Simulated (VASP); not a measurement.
ZrAg3:

```
CELL_PARAMETERS angstrom
4.27264 0.00000 0.00000
0.00000 4.27264 0.00000
0.00000 0.00000 4.27264
ATOMIC_POSITIONS crystal
Zr 0.00000 0.00000 0.00000
Ag 0.00000 0.50000 0.50000
Ag 0.50000 0.50000 0.00000
Ag 0.50000 0.00000 0.50000
```

Program: VASP 6.6.1. Alike in all runs: task single point; no spin polarisation; cell as given; k mesh 8 × 8 × 8; cutoff (eV) 520.

**Question.** Order these runs on this cell by their pressure, lowest first.
A. level PBE; potentials or basis VASP PAW PBE potentials, release 64 (Zr_sv, Ag); smearing methfessel-paxton 0.01 eV
B. level PBEsol; potentials or basis VASP PAW PBE potentials, release 64 (Zr_sv, Ag); smearing gaussian 0.05 eV
C. level LDA; potentials or basis VASP PAW LDA potentials, release 64 (Zr_sv, Ag); smearing gaussian 0.05 eV

**Answer.** C (-8.9 GPa), B (-5.6 GPa), A (0.1 GPa).

Caveats: the cell stands under tension (at least some runs); the PAW data sets were made with another functional, which shifts forces and pressure a little (at least some runs).
